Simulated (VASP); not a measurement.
# TeTi2 in VASP: single point with PBE

Aim: the single point of TeTi2 with PBE.

All numbers are computed with VASP 6.6.1; they aren't measurements. Logs are shortened: lines on timing, memory, paths and dates and some standing lists are left out, and cuts for length are marked.

### Step 1. The cell of the first run

The cell holds a cluster in a box, 3 atoms: a = 11.167 Å, b = 10.508 Å, c = 10.250 Å, α = 90.00°, β = 90.00°, γ = 90.00°.

### Step 2. Single point, PBE, collinear spin

Input file INCAR:

```
PREC     = Accurate       # precision mode
ENCUT    = 520            # plane-wave cutoff, eV
EDIFF    = 1E-6           # SCF threshold, eV
ISMEAR   = -1             # smearing method
SIGMA    = 0.1            # smearing width, eV
LREAL    = False          # projectors in reciprocal space
LASPH    = True           # aspherical terms in the spheres
NELM     = 150            # most SCF steps
ALGO     = Normal         # electronic algorithm
ISIF     = 2              # what is computed and relaxed
LWAVE    = False          # write WAVECAR
LCHARG   = False          # write CHGCAR
ISPIN    = 2              # spin polarisation
MAGMOM   = 0 2 -2         # initial moments
LORBIT   = 11             # projections on sites
LMAXMIX  = 4              # l up to which the mixer works
GGA      = PE             # functional
NBANDS   = 26             # bands
```

Input file KPOINTS:

```
regular mesh
0
Gamma
  1 1 1
```

Input file POSCAR:

```
Ti2Te
1.0
   11.1672570000      0.0000000000      0.0000000000
    0.0000000000     10.5075320000      0.0000000000
    0.0000000000      0.0000000000     10.2499310000
Te Ti
1 2
Direct
    0.4996638500      0.5061112400      0.4682335500
    0.3819219700      0.2771969100      0.4992769600
    0.7151058100      0.5892344700      0.5950186800
```

Potentials or basis: VASP PAW PBE potentials, release 64 (Te, Ti_sv).

Started as:

```console
$ cat potpaw_PBE.64/Te/POTCAR potpaw_PBE.64/Ti_sv/POTCAR > POTCAR
$ mpirun -np 1 vasp_gam > vasp.out
```

OUTCAR:

```text
PREC = Accurate
   ENCUT = 520
   EDIFF = 1E-6
   ISMEAR = -1
   LREAL = False
   LASPH = True
   NELM = 150
   ISIF = 2
   ISPIN = 2
   LORBIT = 11
   GGA = PE

 ion  position               nearest neighbor table
   1  0.500  0.506  0.468-   2 2.76   3 2.87
   2  0.382  0.277  0.499-   1 2.76
   3  0.715  0.589  0.595-   1 2.87

  LATTYP: Found a simple orthorhombic cell.
 ALAT       =    10.2499310000
 B/A-ratio  =     1.0251319741
 C/A-ratio  =     1.0894958220

  Lattice vectors:

 A1 = (   0.0000000000,   0.0000000000, -10.2499310000)
 A2 = (   0.0000000000,  10.5075320000,   0.0000000000)
 A3 = (  11.1672570000,   0.0000000000,   0.0000000000)

Analysis of symmetry for initial positions (statically):
=====================================================================
 Subroutine PRICEL returns:
 Original cell was already a primitive cell.

 Routine SETGRP: Setting up the symmetry group for a
 simple orthorhombic supercell.

 Subroutine GETGRP returns: Found  1 space group operations
 (whereof  1 operations were pure point group operations)
 out of a pool of  8 trial point group operations.

The static configuration has the point symmetry C_1 .

Analysis of symmetry for dynamics (positions and initial velocities):
=====================================================================
 Subroutine PRICEL returns:
 Original cell was already a primitive cell.

 Routine SETGRP: Setting up the symmetry group for a
 simple orthorhombic supercell.

 Subroutine GETGRP returns: Found  1 space group operations
 (whereof  1 operations were pure point group operations)
 out of a pool of  8 trial point group operations.

The dynamic configuration has the point symmetry C_1 .

Analysis of structural, dynamic, and magnetic symmetry:
=====================================================================
 Subroutine PRICEL returns:
 Original cell was already a primitive cell.

 Routine SETGRP: Setting up the symmetry group for a
 simple orthorhombic supercell.

 Subroutine GETGRP returns: Found  1 space group operations
 (whereof  1 operations were pure point group operations)
 out of a pool of  8 trial point group operations.

The overall configuration has the point symmetry C_1 .

 Subroutine INISYM returns: Found  1 space group operations
 (whereof  1 operations are pure point group operations),
 and found     1 'primitive' translations

[... 96 lines left out ...]
   LORBIT       =     11    0 simple, 1 ext, 2 COOP (PROOUT), +10 PAW based schemes
   GGA     = PE    functional components
   LHFCALC =     F    Hartree Fock is set to
   AEXX    =    0.0000 exact exchange contribution
   IVDW    =     0    specifies the selected vdW correction
   LEPSILON=     F    determine dielectric tensor
   LRPA    =     F    only Hartree local field effects (RPA)
 spin polarized calculation
  energy-cutoff  :      520.00
  volume of cell :     1202.73
 maximum number of plane-waves:     16203
 NGX is ok and might be reduce to    84
   NGX = 41   NGY = 39   NGZ = 39

 number of electron      30.0000002 magnetization       0.0800167

 number of electron      30.0000002 magnetization      -0.1456545

 Free energy of the ion-electron system (eV)
  ---------------------------------------------------
  ext. energy  EPLUGINS =         0.00000000
  ---------------------------------------------------
  free energy    TOTEN  =       -11.31897213 eV

  energy without entropy =      -11.09493953  energy(sigma->0) =      -11.20695583

 E-fermi :  -2.7942     XC(G=0):  -1.7928

 val. band max:       -2.8250179692   @ k =   0.0000   0.0000   0.0000
 cond. band min:      -2.7924540026   @ k =   0.0000   0.0000   0.0000
 fundamental gap:      0.0325639666
 Fermi energy:        -2.7941588861

 spin component 1

 k-point     1 :       0.0000    0.0000    0.0000
  band No.  band energies     occupation
      1     -60.6206      1.00000
      2     -58.7541      1.00000
      3     -37.0119      1.00000
      4     -36.9234      1.00000
      5     -36.8961      1.00000
      6     -35.2059      1.00000
[... 18 lines left out ...]
     25      -0.4801      0.00000
     26      -0.3867      0.00000
 Fermi energy:        -2.7941588861

 spin component 2

 k-point     1 :       0.0000    0.0000    0.0000
  band No.  band energies     occupation
      1     -60.6397      1.00000
      2     -58.8194      1.00000
      3     -37.0057      1.00000
      4     -36.9444      1.00000
      5     -36.9408      1.00000
      6     -35.3579      1.00000
[... 18 lines left out ...]
     25      -0.5488      0.00000
     26      -0.4509      0.00000

------------------------ aborting loop because EDIFF is reached ----------------------------------------

  FORCE on cell =-STRESS in cart. coord.  units (eV):
  Direction    XX          YY          ZZ          XY          YZ          ZX
  --------------------------------------------------------------------------------------
  -------------------------------------------------------------------------------------
  Total       -2.8016194     -2.2055378     -0.5684775     -1.9173270     -0.3027711     -0.9444074
  in kB       -3.7320852     -2.9380347     -0.7572786     -2.5541041     -0.4033266     -1.2580612
  external PRESSURE =      -2.4757995 kB  Pullay stress =       0.0000000 kB

 VOLUME and BASIS-vectors are now :
 -----------------------------------------------------------------------------
  energy-cutoff  :      520.00
  volume of cell :     1202.73
      direct lattice vectors                 reciprocal lattice vectors
    11.167257000  0.000000000  0.000000000     0.089547505  0.000000000  0.000000000
     0.000000000 10.507532000  0.000000000     0.000000000  0.095169827  0.000000000
     0.000000000  0.000000000 10.249931000     0.000000000  0.000000000  0.097561632

 POSITION                                       TOTAL-FORCE (eV/Angst)
 -----------------------------------------------------------------------------------
      5.57987      5.31798      4.79936         0.347829     -0.310591      0.432768
      4.26502      2.91266      5.11755         0.505222      0.723379     -0.022335
      7.98577      6.19140      6.09890        -0.853050     -0.412788     -0.410433
 -----------------------------------------------------------------------------------
    total drift:                                0.000617      0.000770      0.000299

  FREE ENERGIE OF THE ION-ELECTRON SYSTEM (eV)
  ---------------------------------------------------
  free  energy   TOTEN  =       -11.3189721331 eV

  energy  without entropy=      -11.0949395324  energy(sigma->0) =      -11.20695583

 total charge

# of ion       s       p       d       tot
------------------------------------------
    1        1.359   2.022   0.009   3.390
    2        2.190   5.950   2.016  10.156
    3        2.188   5.946   2.008  10.142
--------------------------------------------------
tot          5.737  13.918   4.033  23.688

 magnetization (x)

# of ion       s       p       d       tot
------------------------------------------
    1       -0.000  -0.010   0.000  -0.011
    2        0.113   0.010   1.824   1.946
    3       -0.121  -0.011  -1.874  -2.006
--------------------------------------------------
tot         -0.009  -0.012  -0.050  -0.071
```

stdout:

```text
POSCAR found type information on POSCAR TeTi
 POSCAR found :  2 types and       3 ions
 scaLAPACK will be used
 LDA part: xc-table for (Slater+PW92), standard interpolation
 POSCAR, INCAR and KPOINTS ok, starting setup
 FFT: planning ... GRIDC
 FFT: planning ... GRID_SOFT
 FFT: planning ... GRID
 WAVECAR not read
 entering main loop
```

Wall time 28 min (1 thread of Intel Xeon Platinum 8259CL at 2.50GHz (Skylake/Cascade Lake), shared host); peak memory 1.3 GiB.

What came out:

| Item | Value |
| --- | --- |
| Free energy | -11.3190 eV |
| Largest force | 1.033 eV/Å |
| Gap between the frontier levels | 0.03 eV |
| Net moment | -0.15 μB per cell |
| Site moments | Te -0.01; Ti +1.95, -2.01 μB |
| Valence electrons inside the program's atomic spheres | Te 3.39; Ti 10.16, 10.14 |

Forces in eV/Å, atoms in the order of the input:
```
Te   0.348 -0.311  0.433
Ti   0.505  0.723 -0.022
Ti  -0.853 -0.413 -0.410
```

Levels at points of the mesh, in eV from the valence-band top:
Spin up:
| k point | band 12 | band 13 | band 14 | band 15 | band 16 | band 17 | band 18 | band 19 |
| --- | --- | --- | --- | --- | --- | --- | --- | --- |
| (0.00, 0.00, 0.00) | -1.44 | -0.59 | -0.31 | -0.22 | 0.43 | 0.48 | 0.54 | 1.07 |
Spin down:
```csv
k point,band 13,band 14,band 15,band 16,band 17,band 18
"(0.00, 0.00, 0.00)",-0.55,-0.35,0.00,0.03,0.42,0.54
```

Caveat: semilocal functionals underestimate gaps, and a narrow one can read as zero; spin-orbit coupling is left out, which moves the levels of the heavy elements.
